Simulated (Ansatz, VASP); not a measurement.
# GaN in VASP and in Ansatz

```
Ga N
1.0
     0.00000    2.06921    2.06921
     2.06921    0.00000    2.06921
     2.06921    2.06921    0.00000
Ga N
1 1
Cartesian
  2.0692 2.0692 2.0692
  0.0000 0.0000 0.0000
```

Alike in both runs: task single point; functional RPBE; dispersion D4; k mesh 10 × 10 × 10; occupations gaussian, width 0.05 eV; no spin polarisation.

|  | VASP | Ansatz |
| --- | --- | --- |
| version | VASP 6.6.1 | Ansatz 0.2.0 |
| potentials or method | VASP PAW PBE potentials, release 64 (Ga_d, N), cutoff 520 eV | scalar-relativistic, plane waves, PAW |
| valence electrons in the cell | 18 | 18 |

Ansatz gave:

```
gap on the k mesh at the Fermi level (eV) : 1.14
least direct gap on the mesh (eV)         : 3.57
pressure (GPa)                            : 10.6
```

**Question.** Estimate VASP's values.

**Answer.** gap on the k mesh at the Fermi level (eV): 1.13; least direct gap on the mesh (eV): 3.59; pressure (GPa): 11.6.

VASP's potentials were made for PBE, not for RPBE.
